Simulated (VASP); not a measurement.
Runs of VASP 6.6.1 on Hf. Symmetry: P6_3/mmc, No. 194, hexagonal system. Conventional cell: a = 3.118 Å, b = 3.118 Å, c = 4.948 Å, α = 90.00°, β = 90.00°, γ = 120.00°. Within 4.0 Å of Hf (site symmetry -6m2) lie 12 Hf at 3.06 to 3.12 Å. 

| k mesh | smearing | gap on the mesh (eV) | pressure (GPa) |
| --- | --- | --- | --- |
| 12 × 12 × 7 | methfessel-paxton 0.6 eV | none | -0.2 |
| 12 × 12 × 7 | methfessel-paxton 0.1 eV | none | (a) |
| 12 × 12 × 7 | methfessel-paxton 1 eV | none | -0.2 |
| 7 × 7 × 4 | fermi-dirac 0.1 eV | none | 0.2 |

Alike in all rows: task single point; level LDA; potentials or basis VASP PAW LDA potentials, release 64 (Hf_pv); no spin polarisation; cell as given; cutoff (eV) 520.

Problem. Estimate the missing entries.

Solution. (a) 0.1.

Caveats: spin-orbit coupling is left out, which moves the levels of the heavy elements.

A k mesh can miss the band edges, and the runs leave out spin-orbit coupling on Hf.

A gap of «none» marks levels without a gap at the run's occupations.
